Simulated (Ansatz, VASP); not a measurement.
Two plane-wave programs on SbSe5

```
Sb Se
1.0
     0.00000    4.03923    4.03923
     4.03923    0.00000    4.03923
     4.03923    4.03923    0.00000
Sb Se
1 5
Direct
  0.00000 0.00000 0.00000
  0.38006 0.38006 0.85981
  0.38006 0.85981 0.38006
  0.85981 0.38006 0.38006
  0.38006 0.38006 0.38006
  0.75000 0.75000 0.75000
```

Change from the starting cell: species swapped into the ErCu5 type (F-43m, No. 216).

Alike in both runs: functional PBE; k mesh 3 × 3 × 3; occupations gaussian, width 0.2 eV; no spin polarisation.

Ansatz relaxed the structure, and its values are those at the end. VASP's run is a single point on that final structure, the one shown.

|  | VASP | Ansatz |
| --- | --- | --- |
| version | VASP 6.6.1 | Ansatz 0.2.0 |
| potentials or method | VASP PAW PBE potentials, release 64 (Sb, Se), cutoff 500 eV | scalar-relativistic, plane waves, PAW |
| valence electrons in the cell | 35 | 95 |

```tsv
	VASP	Ansatz	Ansatz less VASP
gap on the k mesh at the Fermi level (eV)	none	none	-
pressure (GPa)	0.0	0.0	+0.06
rms of the force components (eV/Å)	0.027	0.026	-0.0017
```

A gap of «none» marks a metal or a gap that the smearing closes. The functional is the same, so the differences come from potentials, cutoffs and numerics. VASP's potentials hold 35 valence electrons a cell and Ansatz's 95, so a difference there can come from the potentials and not from the codes.

The k mesh is coarse, so the values compare programs but aren't converged. Spin-orbit coupling is off throughout.
